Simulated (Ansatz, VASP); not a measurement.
## MgS in VASP and in Ansatz

```
Mg S
1.0
     0.00000    2.58894    2.63078
     2.58894    0.00000    2.63078
     2.58894    2.58894    0.00000
Mg S
1 1
Direct
  0.00000 0.00000 0.00000
  0.50000 0.50000 0.50000
```

Change from the starting cell: strained cell.

Alike in both runs: functional PBE; k mesh 6 × 6 × 6; occupations gaussian, width 0.02 eV; no spin polarisation.

Ansatz relaxed the structure, and its values are those at the end. VASP's run is a single point on that final structure, the one shown.

|  | VASP | Ansatz |
| --- | --- | --- |
| version | VASP 6.6.1 | Ansatz 0.2.0 |
| potentials or method | VASP PAW PBE potentials, release 64 (Mg, S), cutoff 600 eV | scalar-relativistic, plane waves, PAW |
| valence electrons in the cell | 8 | 16 |

|  | VASP | Ansatz | Ansatz less VASP |
| --- | --- | --- | --- |
| gap on the k mesh at the Fermi level (eV) | 2.70 | 2.71 | +0.014 |
| least direct gap on the mesh (eV) | 3.65 | 3.67 | +0.011 |
| pressure (GPa) | 0.8 | 1.1 | +0.28 |

With one functional, cell and mesh, what is left measures potentials, basis and numerics. VASP's potentials hold 8 valence electrons a cell and Ansatz's 16, so a difference there can come from the potentials and not from the codes. Ansatz's warnings: stress scf threshold loose.
